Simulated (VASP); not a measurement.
# C (P4/mmm) in VASP: electric field gradients with PBE

Aim: the electric field gradients of C with PBE.

Program: VASP 6.6.1. These are calculated values, not measurements. Logs are shortened: lines on timing, memory, paths and dates and some standing lists are left out, and cuts for length are marked.

### 1 The cell of the first run

The structure is tetragonal, space group P4/mmm (No. 123). Conventional cell: a = 4.255 Å, b = 4.255 Å, c = 1.282 Å, α = 90.00°, β = 90.00°, γ = 90.00°. C (site symmetry 4/mmm) has 2 C at 1.28 Å within 1.7 Å.

### 2 Electric field gradients, PBE

INCAR reads:

```
PREC     = Accurate       # precision mode
ENCUT    = 520            # plane-wave cutoff, eV
EDIFF    = 1E-8           # SCF threshold, eV
ISMEAR   = -1             # smearing method
SIGMA    = 0.05           # smearing width, eV
LREAL    = False          # projectors in reciprocal space
LASPH    = True           # aspherical terms in the spheres
NELM     = 80             # most SCF steps
ALGO     = Normal         # electronic algorithm
ISIF     = 2              # what is computed and relaxed
LWAVE    = False          # write WAVECAR
LCHARG   = False          # write CHGCAR
GGA      = PE             # functional
LEFG     = True         
NBANDS   = 8              # bands
```

KPOINTS reads:

```
Automatic mesh
0
Gamma
  6 6 20
```

POSCAR reads:

```
C
1.0
    4.2551700000      0.0000000000      0.0000000000
    0.0000000000      4.2551700000      0.0000000000
    0.0000000000      0.0000000000      1.2822900000
C
1
Direct
    0.5000000000      0.5000000000      0.5000000000
```

Potentials or basis: VASP PAW PBE potentials, release 64 (C).

Started as:

```
$ cat potpaw_PBE.64/C/POTCAR > POTCAR
$ mpirun -np 1 vasp_std > vasp.out
```

OUTCAR:

```text
PREC = Accurate
   ENCUT = 520
   EDIFF = 1E-8
   ISMEAR = -1
   LREAL = False
   LASPH = True
   NELM = 80
   ISIF = 2
   GGA = PE

 ion  position               nearest neighbor table
   1  0.500  0.500  0.500-

  LATTYP: Found a simple tetragonal cell.
 ALAT       =     4.2551700000
 C/A-ratio  =     0.3013487123

  Lattice vectors:

 A1 = (   4.2551700000,   0.0000000000,   0.0000000000)
 A2 = (   0.0000000000,   4.2551700000,   0.0000000000)
 A3 = (   0.0000000000,   0.0000000000,   1.2822900000)

Analysis of symmetry for initial positions (statically):
=====================================================================
 Subroutine PRICEL returns:
 Original cell was already a primitive cell.

 Routine SETGRP: Setting up the symmetry group for a
 simple tetragonal supercell.

 Subroutine GETGRP returns: Found 16 space group operations
 (whereof 16 operations were pure point group operations)
 out of a pool of 16 trial point group operations.

The static configuration has the point symmetry D_4h.

Analysis of symmetry for dynamics (positions and initial velocities):
=====================================================================
 Subroutine PRICEL returns:
 Original cell was already a primitive cell.

 Routine SETGRP: Setting up the symmetry group for a
 simple tetragonal supercell.

 Subroutine GETGRP returns: Found 16 space group operations
 (whereof 16 operations were pure point group operations)
 out of a pool of 16 trial point group operations.

The dynamic configuration has the point symmetry D_4h.

 Subroutine INISYM returns: Found 16 space group operations
 (whereof 16 operations are pure point group operations),
 and found     1 'primitive' translations

----------------------------------------------------------------------------------------

                                     Primitive cell

  volume of cell :      23.2177

  direct lattice vectors                    reciprocal lattice vectors
     4.255170000  0.000000000  0.000000000     0.235008237  0.000000000  0.000000000
[... 110 lines left out ...]
   LHFCALC =     F    Hartree Fock is set to
   AEXX    =    0.0000 exact exchange contribution
   IVDW    =     0    specifies the selected vdW correction
   LEPSILON=     F    determine dielectric tensor
   LRPA    =     F    only Hartree local field effects (RPA)
 non-spin polarized calculation
  energy-cutoff  :      520.00
  volume of cell :       23.22
 maximum number of plane-waves:       656
 NGX is ok and might be reduce to    32
   NGX = 15   NGY = 15   NGZ =  5

 number of electron       4.0000000 magnetization

 Free energy of the ion-electron system (eV)
  ---------------------------------------------------
  ext. energy  EPLUGINS =         0.00000000
  ---------------------------------------------------
  free energy    TOTEN  =        -8.20931868 eV

  energy without entropy =       -8.20259065  energy(sigma->0) =       -8.20595467

 E-fermi :  -1.7563     XC(G=0):  -5.9553

 val. band max:       -1.8146089827   @ k =   0.5000   0.3333   0.2500
 cond. band min:      -1.6931044096   @ k =   0.1667   0.0000   0.2500
 fundamental gap:      0.1215045731
 Fermi energy:        -1.7563071431

 k-point     1 :       0.0000    0.0000    0.0000
  band No.  band energies     occupation
      1     -18.0506      2.00000
      2      -6.8935      2.00000
      3      -6.8935      2.00000
      4       2.0374      0.00000
      5       6.3955      0.00000
      6      10.9802      0.00000
      7      10.9802      0.00000
      8      12.0144      0.00000
[... 243 lines left out ...]
 k-point    24 :       0.5000    0.0000    0.1000
  band No.  band energies     occupation
      1     -17.5026      2.00000
      2      -6.4237      2.00000
      3      -5.9979      2.00000
      4       5.3069      0.00000
      5       5.3997      0.00000
      6       9.5363      0.00000
      7      12.5469      0.00000
      8      13.3211      0.00000

 [... further k-points ...]
[... 5 lines left out ...]
  --------------------------------------------------------------------------------------
  -------------------------------------------------------------------------------------
  Total       -0.0642691     -0.0642691      0.1725754      0.0000000      0.0000000      0.0000000
  in kB       -4.4349875     -4.4349875     11.9088390      0.0000000      0.0000000      0.0000000
  external PRESSURE =       1.0129547 kB  Pullay stress =       0.0000000 kB

 VOLUME and BASIS-vectors are now :
 -----------------------------------------------------------------------------
  energy-cutoff  :      520.00
  volume of cell :       23.22
      direct lattice vectors                 reciprocal lattice vectors
     4.255170000  0.000000000  0.000000000     0.235008237  0.000000000  0.000000000
     0.000000000  4.255170000  0.000000000     0.000000000  0.235008237  0.000000000
     0.000000000  0.000000000  1.282290000     0.000000000  0.000000000  0.779854791

 POSITION                                       TOTAL-FORCE (eV/Angst)
 -----------------------------------------------------------------------------------
      2.12758      2.12758      0.64114         0.000000      0.000000      0.000000
 -----------------------------------------------------------------------------------
    total drift:                                0.000000     -0.000000      0.000000

  FREE ENERGIE OF THE ION-ELECTRON SYSTEM (eV)
  ---------------------------------------------------
  free  energy   TOTEN  =        -8.2093186827 eV

  energy  without entropy=       -8.2025906546  energy(sigma->0) =       -8.20595467

 Electric field gradients (V/A^2)
---------------------------------------------------------------------
 ion       V_xx      V_yy      V_zz      V_xy      V_xz      V_yz
---------------------------------------------------------------------
   1      15.757    15.757   -31.514     0.000    -0.000     0.000
---------------------------------------------------------------------

 Electric field gradients after diagonalization (V/A^2)
 (convention: |V_zz| > |V_xx| > |V_yy|)
----------------------------------------------------------------------
 ion       V_xx      V_yy      V_zz     asymmetry (V_yy - V_xx)/ V_zz
----------------------------------------------------------------------
   1      15.757    15.757   -31.514       0.000
----------------------------------------------------------------------

           NMR quadrupolar parameters

 Cq : quadrupolar parameter    Cq=e*Q*V_zz/h
 eta: asymmetry parameters     (V_yy - V_xx)/ V_zz
 Q  : nuclear electric quadrupole moment in mb (millibarn)
----------------------------------------------------------------------
 ion       Cq(MHz)       eta       Q (mb)
----------------------------------------------------------------------
   1      -0.076       0.000       1.000
----------------------------------------------------------------------
```

OSZICAR:

```text
N       E                     dE             d eps       ncg     rms          rms(c)
DAV:   1     0.327745818337E+01    0.32775E+01   -0.23373E+03  1824   0.403E+02
DAV:   2    -0.887999014438E+01   -0.12157E+02   -0.11606E+02  2432   0.668E+01
DAV:   3    -0.905080806200E+01   -0.17082E+00   -0.16935E+00  2072   0.909E+00
DAV:   4    -0.905141154683E+01   -0.60348E-03   -0.60342E-03  2840   0.557E-01
DAV:   5    -0.905141247291E+01   -0.92608E-06   -0.92600E-06  2160   0.123E-02    0.493E+00
DAV:   6    -0.838416142578E+01    0.66725E+00   -0.92991E-01  1968   0.455E+00    0.271E+00
DAV:   7    -0.820780945420E+01    0.17635E+00   -0.73388E-01  2064   0.397E+00    0.888E-01
DAV:   8    -0.820964007533E+01   -0.18306E-02   -0.87723E-03  1904   0.590E-01    0.131E-01
DAV:   9    -0.820926281468E+01    0.37726E-03   -0.91287E-04  2128   0.141E-01    0.806E-02
DAV:  10    -0.820934111608E+01   -0.78301E-04   -0.83967E-04  1784   0.136E-01    0.690E-02
DAV:  11    -0.820931945921E+01    0.21657E-04   -0.81159E-05  2152   0.427E-02    0.718E-03
DAV:  12    -0.820931872745E+01    0.73176E-06   -0.34391E-06  1776   0.143E-02    0.126E-03
DAV:  13    -0.820931870262E+01    0.24825E-07   -0.21637E-07  2224   0.247E-03    0.623E-04
DAV:  14    -0.820931868400E+01    0.18616E-07   -0.10316E-08  1928   0.634E-04    0.265E-04
DAV:  15    -0.820931868269E+01    0.13146E-08   -0.61685E-10  1480   0.145E-04
   1 F= -.82093187E+01 E0= -.82059547E+01  d E =-.672803E-02
```

stdout:

```text
POSCAR found type information on POSCAR C
 POSCAR found :  1 types and       1 ions
 scaLAPACK will be used
 LDA part: xc-table for (Slater+PW92), standard interpolation
 POSCAR, INCAR and KPOINTS ok, starting setup
 FFT: planning ... GRIDC
 FFT: planning ... GRID_SOFT
 FFT: planning ... GRID
 WAVECAR not read
 entering main loop
ion   1
```

It took 4.9 s on 1 thread of Intel Xeon 6975P-C (Granite Rapids), shared host; peak memory 0.12 GiB.

Results:

```yaml
Free_energy: -8.2093 eV
Pressure: 0.1 GPa
Band_gap_on_the_k_mesh: zero (band 2 reaches 7.28 eV, above the bottom of band 3 at -7.22 eV)
```

Electric field gradients, principal values (V/Å²):
| atom | least | middle | greatest (by size) |
| --- | --- | --- | --- |
| 1 C | 15.757 | 15.757 | -31.514 |

Caveat: without QUAD_EFG the Cq values of the log hold for a quadrupole moment of 1 mb, not for the nuclei.
